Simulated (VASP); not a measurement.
## CoAgC4N4: single point with PBE

Crystal: CoAgC4N4.

```
Co Ag C N
1.0
     6.00387    0.00000    0.00000
     0.00000    6.00387    0.00000
     0.00000    0.00000    6.00387
Co Ag C N
1 1 4 4
Direct
  0.50000 0.50000 0.50000
  0.00000 0.00000 0.00000
  0.19444 0.19444 0.19444
  0.19444 0.80556 0.80556
  0.80556 0.19444 0.80556
  0.80556 0.80556 0.19444
  0.30695 0.30695 0.30695
  0.30695 0.69305 0.69305
  0.69305 0.30695 0.69305
  0.69305 0.69305 0.30695
```

| Property | Result |
| --- | --- |
| Program | VASP 6.6.1 |
| Task | single point |
| Functional | PBE |
| Potentials or basis | VASP PAW PBE potentials, release 64 (Co, Ag, C, N) |
| Cutoff | 520 eV |
| k mesh | 4 × 4 × 4 |
| Occupations | gaussian, width 0.1 eV |
| Spin | collinear spin, ferromagnetic start |
| Starting moments | [3.0, 0.0, 0.0, 0.0, 0.0, 0.0, 0.0, 0.0, 0.0, 0.0] μB |

```yaml
Pressure: 0.9 GPa
Largest_force: 1.752 eV/Å
Net_moment: 3.58 μB per cell
Site_moments: Co +2.68; Ag +0.17; C +0.05; N +0.07 μB
Valence_electrons_inside_the_program's_atomic_spheres: Co 7.74; Ag 10.19; C 2.56; N 3.89
```

Forces on the atoms (eV/Å):
```
Co   0.000  0.000  0.000
Ag   0.000  0.000  0.000
C    0.351  0.351  0.351
C    0.351 -0.351 -0.351
C   -0.351  0.351 -0.351
C   -0.351 -0.351  0.351
N    1.011  1.011  1.011
N    1.011 -1.011 -1.011
N   -1.011  1.011 -1.011
N   -1.011 -1.011  1.011
```

Levels at points of the mesh, in eV from the Fermi level:
Spin up:
```tsv
k point	band 26	band 27	band 28	band 29	band 30	band 31	band 32	band 33	band 34	band 35
(0.00, 0.00, 0.00)	-1.51	-1.51	-0.40	-0.40	-0.40	5.12	5.12	5.12	5.79	5.79
(0.50, 0.00, 0.00)	-1.72	-1.34	-0.29	-0.04	-0.04	5.13	5.13	5.42	5.55	5.96
(0.50, 0.50, 0.00)	-1.61	-1.38	-0.31	-0.05	-0.05	5.42	5.44	5.47	5.47	5.89
(0.50, 0.50, 0.50)	-1.37	-1.37	-0.36	-0.36	-0.36	5.46	5.46	5.46	5.89	5.89
```
Spin down:
```csv
k point,band 22,band 23,band 24,band 25,band 26,band 27,band 28,band 29,band 30,band 31
"(0.00, 0.00, 0.00)",-2.33,-0.26,-0.26,-0.26,-0.23,-0.23,1.06,1.06,1.06,5.40
"(0.50, 0.00, 0.00)",-1.94,-0.74,-0.30,-0.30,-0.27,0.14,1.15,1.29,1.29,5.34
"(0.50, 0.50, 0.00)",-1.78,-0.66,-0.26,-0.26,-0.24,0.10,1.13,1.27,1.27,5.60
"(0.50, 0.50, 0.50)",-2.22,-0.23,-0.23,-0.23,-0.17,-0.17,1.09,1.09,1.10,5.69
```

Wall time 5.4 min on 1 thread of Intel(R) Xeon(R) Platinum 8488C (Sapphire Rapids) (shared host), peak memory 0.49 GiB.

Caveat: a cell with one magnetic atom can't hold antiferromagnetic order, which such compounds often take; forces of over 1 eV/Å act on the atoms, so gaps and moduli don't describe the material at rest. With open d or f shells a metallic result of PBE can be an artefact of self-interaction; +U or a hybrid may open a gap.
